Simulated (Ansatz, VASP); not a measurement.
# Rh in VASP and in Ansatz

Contents of POSCAR:

```
Rh
1.0
    0.0000000000      1.9015500000      1.9015500000
    1.9015500000      0.0000000000      1.9015500000
    1.9015500000      1.9015500000      0.0000000000
Rh
1
Direct
    0.0000000000      0.0000000000      0.0000000000
```

INCAR.step1

```
SYSTEM = Rh
PREC = Accurate
ENCUT = 580
ISMEAR = 0
SIGMA = 0.15
LREAL = .FALSE.
LASPH = .TRUE.
NELM = 120
NBANDS = 14
GGA = PE
ALGO = Normal
EDIFF = 1E-5
LWAVE = .TRUE.
LCHARG = .FALSE.
GGA_COMPAT = .FALSE.
```

File INCAR.step2:

```
SYSTEM = Rh
PREC = Accurate
ENCUT = 580
EDIFF = 1E-6
ISMEAR = 0
SIGMA = 0.15
LREAL = .FALSE.
LASPH = .TRUE.
NELM = 120
ALGO = Normal
ISIF = 2
LWAVE = .FALSE.
LCHARG = .FALSE.
METAGGA = R2SCAN
LMIXTAU = .TRUE.
NBANDS = 14
ISTART = 1
GGA_COMPAT = .FALSE.
```

KPOINTS

```
Automatic mesh
0
G
  8 8 8
  0 0 0
```

Input for Ansatz:

```yaml
crystal:
  lattice:
    - [0.0, 1.90155, 1.90155]
    - [1.90155, 0.0, 1.90155]
    - [1.90155, 1.90155, 0.0]
  atoms:
    - { symbol: Rh, position: [0.0, 0.0, 0.0] }
basis:
  ecutwfc: 500
kpoints:
  mp_grid: { grid: [8, 8, 8] }
hamiltonian:
  xc: r2scan
scf:
  occupations: { method: gaussian, width: 0.15 }
output:
  forces: true
  stress: true
  eigenvalues: true
```

Alike in both runs: task single point; functional r2SCAN; k mesh 8 × 8 × 8; occupations gaussian, width 0.15 eV; no spin polarisation.

|  | VASP | Ansatz |
| --- | --- | --- |
| version | VASP 6.6.1 | Ansatz 0.2.0 |
| potentials or method | VASP PAW PBE potentials, release 64 (Rh_sv_GW), cutoff 580 eV | scalar-relativistic, plane waves, PAW |
| valence electrons in the cell | 17 | 17 |

VASP gave:

```
gap on the k mesh at the Fermi level (eV) : none
pressure (GPa)                            : -1.4
```

Problem. Which values does Ansatz return?

Solution. gap on the k mesh at the Fermi level (eV): none; pressure (GPa): 0.2.

VASP's potentials were made for PBE, not for r2SCAN. A gap of «none» marks a metal or a gap that the smearing closes. With one functional, cell and mesh, what is left measures potentials, basis and numerics.
